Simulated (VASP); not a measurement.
# CuO (Cccm) in VASP: further runs, part 2 of 2

VASP 6.6.1. Earlier steps stand in the parts before.

## Step 3: Single point, LDA

This run uses another cell than the first one, of 10.83 Å³/atom, 1.021 times its volume.

INCAR

```
SYSTEM = CuO
PREC = Accurate
ENCUT = 520
EDIFF = 1E-7
ISMEAR = -1
SIGMA = 0.05
LREAL = .False.
LASPH = .True.
NELM = 60
ALGO = Normal
ISIF = 2
LWAVE = .False.
LCHARG = .False.
GGA = CA
NBANDS = 25
```

KPOINTS

```
regular mesh
0
Gamma
  9 9 5
  0 0 0
```

POSCAR

```
CuO
1.0
    1.9776053960     -2.1390962088      0.0000000000
    1.9776053960      2.1390962088      0.0000000000
    0.0000000000      0.0000000000      5.1213234137
Cu O
2 2
Direct
    0.5000000000      0.0000000000      0.0000000000
    0.0000000000      0.5000000000      0.5000000000
    0.5000000000      0.5000000000      0.2500000000
    0.5000000000      0.5000000000      0.7500000000
```

Potentials or basis: VASP PAW LDA potentials, release 64 (Cu, O).

Run with:

```console
$ cat potpaw_LDA.64/Cu/POTCAR potpaw_LDA.64/O/POTCAR > POTCAR
$ mpirun -np 1 vasp_std > vasp.out
```

OUTCAR:

```text
SYSTEM = CuO
   PREC = Accurate
   ENCUT = 520
   EDIFF = 1E-7
   ISMEAR = -1
   LREAL = .False.
   LASPH = .True.
   NELM = 60
   ISIF = 2
   GGA = CA

 ion  position               nearest neighbor table
   1  0.500  0.000  0.000-   3 1.94   4 1.94   3 1.94   4 1.94
   2  0.000  0.500  0.500-   3 1.94   4 1.94   3 1.94   4 1.94
   3  0.500  0.500  0.250-   1 1.94   2 1.94   1 1.94   2 1.94
   4  0.500  0.500  0.750-   1 1.94   2 1.94   1 1.94   2 1.94

  LATTYP: Found a base centered orthorhombic cell.
 ALAT       =     3.9552107920
 B/A-ratio  =     1.0816597756
 C/A-ratio  =     1.2948294498

  Lattice vectors:

 A1 = (   1.9776053960,  -2.1390962088,   0.0000000000)
 A2 = (   1.9776053960,   2.1390962088,   0.0000000000)
 A3 = (   0.0000000000,   0.0000000000,   5.1213234137)

Analysis of symmetry for initial positions (statically):
=====================================================================
 Subroutine PRICEL returns:
 Original cell was already a primitive cell.

 Routine SETGRP: Setting up the symmetry group for a
 base centered orthorhombic supercell.

 Subroutine GETGRP returns: Found  8 space group operations
 (whereof  4 operations were pure point group operations)
 out of a pool of  8 trial point group operations.

The static configuration has the point symmetry C_2h.
 The point group associated with its full space group is D_2h.

Analysis of symmetry for dynamics (positions and initial velocities):
=====================================================================
 Subroutine PRICEL returns:
 Original cell was already a primitive cell.

 Routine SETGRP: Setting up the symmetry group for a
 base centered orthorhombic supercell.

 Subroutine GETGRP returns: Found  8 space group operations
 (whereof  4 operations were pure point group operations)
 out of a pool of  8 trial point group operations.

The dynamic configuration has the point symmetry C_2h.
 The point group associated with its full space group is D_2h.

 Subroutine INISYM returns: Found  8 space group operations
 (whereof  4 operations are pure point group operations),
 and found     1 'primitive' translations

----------------------------------------------------------------------------------------

                                     Primitive cell

  volume of cell :      43.3293

  direct lattice vectors                    reciprocal lattice vectors
     1.977605396 -2.139096209  0.000000000     0.252831025 -0.233743577  0.000000000
     1.977605396  2.139096209  0.000000000     0.252831025  0.233743577  0.000000000
     0.000000000  0.000000000  5.121323414     0.000000000  0.000000000  0.195262029

  length of vectors
     2.913186519  2.913186519  5.121323414     0.344324828  0.344324828  0.195262029

  position of ions in fractional coordinates (direct lattice)
     0.500000000  1.000000000  0.000000000
     1.000000000  0.500000000  0.500000000
     0.500000000  0.500000000  0.250000000
     0.500000000  0.500000000  0.750000000

  ion indices of the primitive-cell ions
   primitive index   ion index
[... 22 lines left out ...]

  Shift w.r.t. Gamma in fractional coordinates (k-lattice)
     0.000000000  0.000000000  0.000000000

 Subroutine IBZKPT returns following result:
 ===========================================

 Found     75 irreducible k-points:

 Following reciprocal coordinates:
            Coordinates               Weight
  0.000000  0.000000  0.000000      1.000000
  0.111111 -0.000000  0.000000      4.000000
  0.222222  0.000000  0.000000      4.000000
  0.333333 -0.000000  0.000000      4.000000
  0.444444  0.000000  0.000000      4.000000
  0.111111  0.111111  0.000000      2.000000
[... 16 lines left out ...]
 -0.333333  0.333333  0.000000      2.000000
  0.444444  0.444444  0.000000      2.000000
 [... further k-points ...]
   k-points           NKPTS =     75   k-points in BZ     NKDIM =     75   number of bands    NBANDS=     25
   number of dos      NEDOS =    301   number of ions     NIONS =      4
   total plane-waves  NPLWV =  23040
   dimension x,y,z NGX =    24 NGY =   24 NGZ =   40
   dimension x,y,z NGXF=    48 NGYF=   48 NGZF=   80
   ions per type =               2   2
   NGX,Y,Z   is equivalent  to a cutoff of  13.70, 13.70, 12.98 a.u.
   NGXF,Y,Z  is equivalent  to a cutoff of  27.39, 27.39, 25.97 a.u.
 SYSTEM =  CuO
   PREC   = accura    normal or accurate (medium, high low for compatibility)
   ISTART =      0    job   : 0-new  1-cont  2-samecut
   ICHARG =      2    charge: 1-file 2-atom 10-const
   ISPIN  =      1    spin polarized calculation?
   LNONCOLLINEAR =      F non collinear calculations
   LSORBIT =      F    spin-orbit coupling
   LASPH  =      T    aspherical Exc in radial PAW
   ENCUT  =  520.0 eV  38.22 Ry    6.18 a.u.   5.42  5.42  9.52*2*pi/ulx,y,z
   NELM   =     60;   NELMIN=  2; NELMDL= -5     # of ELM steps
   EDIFF  = 0.1E-06   stopping-criterion for ELM
   LREAL  =      F    real-space projection
   EDIFFG = 0.1E-05   stopping-criterion for IOM
   NSW    =      0    number of steps for IOM
   IBRION =     -1    ionic relax: 0-MD 1-quasi-New 2-CG
   NFREE  =      0    steps in history (QN), initial steepest desc. (CG)
   ISIF   =      2    stress and relaxation
   ISYM   =      2    0-nonsym 1-usesym 2-fastsym
   POTIM  = 0.5000    time-step for ionic-motion
   TEBEG  =    0.0;   TEEND  =   0.0 temperature during run
   PSTRESS=    0.0 pullay stress
   NELECT =      34.0000    total number of electrons
   NUPDOWN=      -1.0000    fix difference up-down
   EMIN   =  10.00;   EMAX   =-10.00  energy-range for DOS
   EFERMI =   0.00;   METHOD = LEGACY
   ISMEAR =    -1;   SIGMA  =   0.05  broadening in eV -4-tet -1-fermi 0-gaus
   EFERMI_NEDOS =   21; number of points for ismear=-14 and -15
   IALGO  =     38    algorithm
   IMIX   =      4    mixing-type and parameters
     AMIX     =   0.40;   BMIX     =  1.00
     AMIX_MAG =   1.60;   BMIX_MAG =  1.00
  volume/ion in A,a.u.               =      10.83        73.10
  Fermi-wavevector in a.u.,A,eV,Ry     =   1.509989  2.853465 31.022187  2.280066
  Thomas-Fermi vector in A             =   2.620238
   LORBIT       =      0    0 simple, 1 ext, 2 COOP (PROOUT), +10 PAW based schemes
   GGA     = CA    functional components
   LHFCALC =     F    Hartree Fock is set to
   AEXX    =    0.0000 exact exchange contribution
   IVDW    =     0    specifies the selected vdW correction
   LEPSILON=     F    determine dielectric tensor
   LRPA    =     F    only Hartree local field effects (RPA)
 non-spin polarized calculation
  energy-cutoff  :      520.00
  volume of cell :       43.33
 maximum number of plane-waves:      1183
 NGX is ok and might be reduce to    24
   NGX = 11   NGY = 11   NGZ = 19

 number of electron      33.9999977 magnetization

 Free energy of the ion-electron system (eV)
  ---------------------------------------------------
  ext. energy  EPLUGINS =         0.00000000
  ---------------------------------------------------
  free energy    TOTEN  =       -23.27205622 eV

  energy without entropy =      -23.25287228  energy(sigma->0) =      -23.26246425

 E-fermi :   4.7962     XC(G=0): -11.9762

 val. band max:        4.7703196595   @ k =   0.1111   0.1111   0.4000
 cond. band min:       4.8020482436   @ k =   0.2222   0.1111   0.0000
 fundamental gap:      0.0317285840
 Fermi energy:         4.7961614943

 k-point     1 :       0.0000    0.0000    0.0000
  band No.  band energies     occupation
      1     -14.8365      2.00000
      2     -13.4155      2.00000
      3      -3.5244      2.00000
      4      -0.8395      2.00000
      5      -0.6728      2.00000
      6       0.9759      2.00000
[... 661 lines left out ...]
     24      16.3530      0.00000
     25      16.5167      0.00000

 [... further k-points ...]

------------------------ aborting loop because EDIFF is reached ----------------------------------------

  FORCE on cell =-STRESS in cart. coord.  units (eV):
  Direction    XX          YY          ZZ          XY          YZ          ZX
  --------------------------------------------------------------------------------------
  -------------------------------------------------------------------------------------
  Total       -1.8103645     -2.3141549     -2.7547575      0.0000000      0.0000000      0.0000000
  in kB      -66.9413476    -85.5698659   -101.8619060      0.0000000      0.0000000      0.0000000
  external PRESSURE =     -84.7910399 kB  Pullay stress =       0.0000000 kB

 VOLUME and BASIS-vectors are now :
 -----------------------------------------------------------------------------
  energy-cutoff  :      520.00
  volume of cell :       43.33
      direct lattice vectors                 reciprocal lattice vectors
     1.977605396 -2.139096209  0.000000000     0.252831025 -0.233743577  0.000000000
     1.977605396  2.139096209  0.000000000     0.252831025  0.233743577  0.000000000
     0.000000000  0.000000000  5.121323414     0.000000000  0.000000000  0.195262029

 POSITION                                       TOTAL-FORCE (eV/Angst)
 -----------------------------------------------------------------------------------
      0.98880     -1.06955      0.00000        -0.000000     -0.000000     -0.000000
      0.98880      1.06955      2.56066         0.000000     -0.000000     -0.000000
      1.97761      0.00000      1.28033         0.000000     -0.000000      0.000000
      1.97761      0.00000      3.84099         0.000000      0.000000     -0.000000
 -----------------------------------------------------------------------------------
    total drift:                                0.000000     -0.000000     -0.000000

  FREE ENERGIE OF THE ION-ELECTRON SYSTEM (eV)
  ---------------------------------------------------
  free  energy   TOTEN  =       -23.2720562241 eV

  energy  without entropy=      -23.2528722779  energy(sigma->0) =      -23.26246425
```

OSZICAR:

```text
N       E                     dE             d eps       ncg     rms          rms(c)
DAV:   1     0.291707824901E+03    0.29171E+03   -0.16366E+04  3982   0.215E+03
DAV:   2     0.854209650649E+01   -0.28317E+03   -0.26043E+03  3824   0.392E+02
DAV:   3    -0.281430902959E+02   -0.36685E+02   -0.34616E+02  4698   0.157E+02
DAV:   4    -0.294181673933E+02   -0.12751E+01   -0.12657E+01  4847   0.309E+01
DAV:   5    -0.294409294177E+02   -0.22762E-01   -0.22750E-01  4914   0.369E+00    0.177E+01
DAV:   6    -0.272591321092E+02    0.21818E+01   -0.39126E+01  5396   0.161E+02    0.139E+01
DAV:   7    -0.232373876549E+02    0.40217E+01   -0.10989E+01  4620   0.121E+02    0.252E+00
DAV:   8    -0.233267325162E+02   -0.89345E-01   -0.15955E+00  4018   0.867E+00    0.161E+00
DAV:   9    -0.232769650275E+02    0.49767E-01   -0.53935E-02  5775   0.616E+00    0.491E-01
DAV:  10    -0.232736874945E+02    0.32775E-02   -0.12525E-02  5397   0.139E+00    0.366E-01
DAV:  11    -0.232720624749E+02    0.16250E-02   -0.68595E-03  5668   0.756E-01    0.529E-02
DAV:  12    -0.232720674149E+02   -0.49400E-05   -0.35584E-04  5287   0.223E-01    0.418E-02
DAV:  13    -0.232720575411E+02    0.98737E-05   -0.22845E-05  5732   0.697E-02    0.987E-03
DAV:  14    -0.232720564452E+02    0.10959E-05   -0.23532E-06  6162   0.264E-02    0.484E-03
DAV:  15    -0.232720562224E+02    0.22275E-06   -0.15605E-06  5841   0.129E-02    0.361E-04
DAV:  16    -0.232720562241E+02   -0.17089E-08   -0.26789E-08  2180   0.198E-03
   1 F= -.23272056E+02 E0= -.23262464E+02  d E =-.191839E-01
```

It took 72 s on 1 thread of Intel Xeon Platinum 8259CL at 2.50GHz (Skylake/Cascade Lake), shared host; peak memory 0.18 GiB.

What came out:

* Free energy: -23.2721 eV
* Pressure: -8.5 GPa
* Band gap on the k mesh: zero (band 17 reaches 5.42 eV, above the bottom of band 18 at 4.53 eV)

Stress tensor (GPa, compression positive):
```
 -6.69   0.00   0.00
  0.00  -8.56   0.00
  0.00   0.00 -10.19
```

Levels at points of the mesh, in eV from the Fermi level:
```tsv
k point	band 13	band 14	band 15	band 16	band 17	band 18	band 19	band 20	band 21	band 22
(0.00, 0.00, 0.00)	-2.41	-2.41	-2.34	-1.91	0.62	0.81	1.52	6.12	7.36	13.29
```

Caveat: semilocal functionals often make such compounds metallic where correlation or magnetic order opens a gap, which also shifts bond lengths. With open d or f shells a metallic result of LDA can be an artefact of self-interaction; +U or a hybrid may open a gap.

## Step 4: Single point, LDA

This run uses another cell than the first one, of 11.05 Å³/atom, 1.042 times its volume.

INCAR

```
PREC = Accurate ; ENCUT = 520
EDIFF = 1E-7 ; ISMEAR = -1
SIGMA = 0.05 ; LREAL = False
LASPH = True ; NELM = 100
ALGO = Normal ; ISIF = 2
LWAVE = False ; LCHARG = True
GGA = CA ; LELF = True
LVHAR = True ; NBANDS = 25
```

KPOINTS

```
regular mesh
0
Gamma
  9 9 5
```

POSCAR

```
CuO
1.0
    1.9909680000     -2.1535500000      0.0000000000
    1.9909680000      2.1535500000      0.0000000000
    0.0000000000      0.0000000000      5.1559280000
Cu O
2 2
Direct
    0.5000000000      0.0000000000      0.0000000000
    0.0000000000      0.5000000000      0.5000000000
    0.5000000000      0.5000000000      0.2500000000
    0.5000000000      0.5000000000      0.7500000000
```

Run with:

```console
$ cat potpaw_LDA.64/Cu/POTCAR potpaw_LDA.64/O/POTCAR > POTCAR
$ mpirun -np 1 vasp_std > vasp.out
```

Run time: 78 s. Hardware: 1 thread of Intel Xeon Platinum 8259CL at 2.50GHz (Skylake/Cascade Lake), shared host; peak memory 0.19 GiB.

Results (log left out):

```
Free energy            : -23.2182 eV
Pressure               : -11.4 GPa
Band gap on the k mesh : zero (band 17 reaches 5.14 eV, above the bottom of band 18 at 4.27 eV)
```

Stress tensor (GPa, compression positive):
```
 -9.09   0.00   0.00
  0.00 -11.21   0.00
  0.00   0.00 -13.91
```

Levels at points of the mesh, in eV from the Fermi level:
```tsv
k point	band 13	band 14	band 15	band 16	band 17	band 18	band 19	band 20	band 21	band 22
(0.00, 0.00, 0.00)	-2.34	-2.34	-2.27	-1.86	0.61	0.79	1.46	6.10	7.26	13.21
```

Caveat: semilocal functionals often make such compounds metallic where correlation or magnetic order opens a gap, which also shifts bond lengths.

## Step 5: Single point, LDA

This run uses another cell than the first one, of 11.05 Å³/atom, 1.042 times its volume.

INCAR

```
SYSTEM = CuO
PREC = Accurate
ENCUT = 520
EDIFF = 1E-6
ISMEAR = -1
SIGMA = 0.05
LREAL = .FALSE.
LASPH = .TRUE.
NELM = 80
ALGO = Normal
ISIF = 2
LWAVE = .FALSE.
LCHARG = .FALSE.
GGA = CA
NBANDS = 25
```

KPOINTS

```
Automatic mesh
0
G
  9 9 5
  0 0 0
```

POSCAR is that of step 4.

Run with:

```console
$ cat potpaw_LDA.64/Cu/POTCAR potpaw_LDA.64/O/POTCAR > POTCAR
$ mpirun -np 1 vasp_std > vasp.out
```

Run time: 59 s. Hardware: 1 thread of Intel Xeon Platinum 8259CL at 2.50GHz (Skylake/Cascade Lake), shared host; peak memory 0.18 GiB.

The run converged. Its results:

```
Free energy            : -23.2182 eV
Pressure               : -11.4 GPa
Band gap on the k mesh : zero (band 17 reaches 5.14 eV, above the bottom of band 18 at 4.27 eV)
```

Stress tensor (GPa, compression positive):
```
 -9.05   0.00   0.00
  0.00 -11.17   0.00
  0.00   0.00 -13.87
```

Levels at points of the mesh, in eV from the Fermi level:
| k point | band 14 | band 15 | band 16 | band 17 | band 18 | band 19 | band 20 | band 21 |
| --- | --- | --- | --- | --- | --- | --- | --- | --- |
| (0.00, 0.00, 0.00) | -2.34 | -2.27 | -1.86 | 0.61 | 0.79 | 1.46 | 6.10 | 7.26 |

Caveat: semilocal functionals often make such compounds metallic where correlation or magnetic order opens a gap, which also shifts bond lengths.

## Step 6: Single point, LDA

This run uses another cell than the first one, of 11.27 Å³/atom, 1.062 times its volume.

INCAR

```
ALGO     = Normal         # electronic algorithm
EDIFF    = 1E-6           # SCF threshold, eV
ENCUT    = 520            # plane-wave cutoff, eV
GGA      = CA             # functional
ISIF     = 2              # what is computed and relaxed
ISMEAR   = -1             # smearing method
LASPH    = True           # aspherical terms in the spheres
LCHARG   = False          # write CHGCAR
LREAL    = False          # projectors in reciprocal space
LWAVE    = False          # write WAVECAR
NBANDS   = 25             # bands
NELM     = 100            # most SCF steps
PREC     = Accurate       # precision mode
SIGMA    = 0.05           # smearing width, eV
```

KPOINTS

```
k-points
0
Gamma
  9 9 5
```

POSCAR

```
CuO
1.0
    2.0041536028     -2.1678123362      0.0000000000
    2.0041536028      2.1678123362      0.0000000000
    0.0000000000      0.0000000000      5.1900742137
Cu O
2 2
Direct
    0.5000000000      0.0000000000      0.0000000000
    0.0000000000      0.5000000000      0.5000000000
    0.5000000000      0.5000000000      0.2500000000
    0.5000000000      0.5000000000      0.7500000000
```

Potentials or basis: VASP PAW LDA potentials, release 64 (Cu, O).

Run with:

```console
$ cat potpaw_LDA.64/Cu/POTCAR potpaw_LDA.64/O/POTCAR > POTCAR
$ mpirun -np 1 vasp_std > vasp.out
```

It took 58 s on 1 thread of Intel Xeon Platinum 8259CL at 2.50GHz (Skylake/Cascade Lake), shared host; peak memory 0.19 GiB.

The run converged. Its results:

```yaml
Free_energy: -23.1490 eV
Pressure: -14.1 GPa
Band_gap_on_the_k_mesh: zero (band 17 reaches 4.88 eV, above the bottom of band 18 at 4.02 eV)
```

Stress tensor (GPa, compression positive):
```
-11.28   0.00   0.00
  0.00 -13.62   0.00
  0.00   0.00 -17.28
```

Levels at points of the mesh, in eV from the Fermi level:
| k point | band 13 | band 14 | band 15 | band 16 | band 17 | band 18 | band 19 | band 20 | band 21 | band 22 |
| --- | --- | --- | --- | --- | --- | --- | --- | --- | --- | --- |
| (0.00, 0.00, 0.00) | -2.28 | -2.28 | -2.21 | -1.81 | 0.60 | 0.78 | 1.41 | 6.08 | 7.17 | 13.13 |

Caveat: semilocal functionals often make such compounds metallic where correlation or magnetic order opens a gap, which also shifts bond lengths.

## Step 7: Summary

```csv
cell,gap on the mesh (eV),pressure (GPa)
"a = 2.893, b = 2.893, c = 5.086 Å, angles 90.0, 90.0, 94.5°, 4 atoms",none,-5.1
"a = 2.913, b = 2.913, c = 5.121 Å, angles 90.0, 90.0, 94.5°, 4 atoms",none,-8.5
"a = 2.933, b = 2.933, c = 5.156 Å, angles 90.0, 90.0, 94.5°, 4 atoms",none,-11.4
"a = 2.952, b = 2.952, c = 5.190 Å, angles 90.0, 90.0, 94.5°, 4 atoms",none,-14.1
```

Alike in all rows: task single point; level LDA; potentials or basis VASP PAW LDA potentials, release 64 (Cu, O); no spin polarisation; k mesh 9 × 9 × 5; cutoff (eV) 520; smearing fermi-dirac 0.05 eV.

Caveats: semilocal functionals often make such compounds metallic where correlation or magnetic order opens a gap, which also shifts bond lengths.

Total energies depend on the potentials used, so only differences within one code and one set of settings carry meaning.
